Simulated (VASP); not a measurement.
Crystal: NaH.

```
Na H
1.0
     0.00000    2.52026    2.52026
     2.52026    0.00000    2.52026
     2.52026    2.52026    0.00000
Na H
1 1
Direct
  0.00000 0.00000 0.00000
  0.50000 0.50000 0.50000
```

This cell differs from its parent crystal: strain +5.1%.

Base run:

```yaml
Program: VASP 6.6.1
Functional: PBE
Potentials_or_basis: VASP PAW PBE potentials, release 64 (Na_pv, H)
Cutoff: 520 eV
k_mesh: 6 × 6 × 6
Occupations: gaussian, width 0.01 eV
Spin: no spin polarisation
```

Its results: band gap on the k mesh 3.59 eV, indirect (least direct gap 4.34 eV); pressure -2.4 GPa.

The run is repeated on the same cell with these changes: functional from PBE to HSE06. What comes out?

Band gap on the k mesh 4.59 eV, indirect (least direct gap 5.43 eV); pressure -2.7 GPa.

HSE06 gives the wider gap, since exact exchange removes part of the self-interaction.

Caveats: the PAW data sets were made with another functional, which shifts forces and pressure a little (some runs).

A k mesh can miss the band edges.
